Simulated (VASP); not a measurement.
Here is a VASP 6.6.1 calculation.

INCAR

```
SYSTEM = GaGe3
PREC = Accurate
ENCUT = 520
EDIFF = 1E-6
ISMEAR = 1
SIGMA = 0.1
LREAL = .False.
LASPH = .True.
NELM = 80
ALGO = Normal
ISIF = 2
LWAVE = .False.
LCHARG = .False.
GGA = PE
NBANDS = 36
```

KPOINTS

```
Automatic mesh
0
Gamma
  5 5 5
  0 0 0
```

Contents of POSCAR:

```
GaGe3
1.0
    0.0000000000      3.2721281318      3.2721281318
    3.2721281318      0.0000000000      3.2721281318
    3.2721281318      3.2721281318      0.0000000000
Ga Ge
1 3
Direct
    0.0000000000      0.0000000000      0.0000000000
    0.2500000000      0.2500000000      0.2500000000
    0.7500000000      0.7500000000      0.7500000000
    0.5000000000      0.5000000000      0.5000000000
```

Potentials or basis: VASP PAW PBE potentials, release 64 (Ga_d, Ge_d).

The run is started by

```sh
$ cat potpaw_PBE.64/Ga_d/POTCAR potpaw_PBE.64/Ge_d/POTCAR > POTCAR
$ mpirun -np 1 vasp_std > vasp.out
```

**Question.** Predict the pressure.

**Answer.** 5.2 GPa.
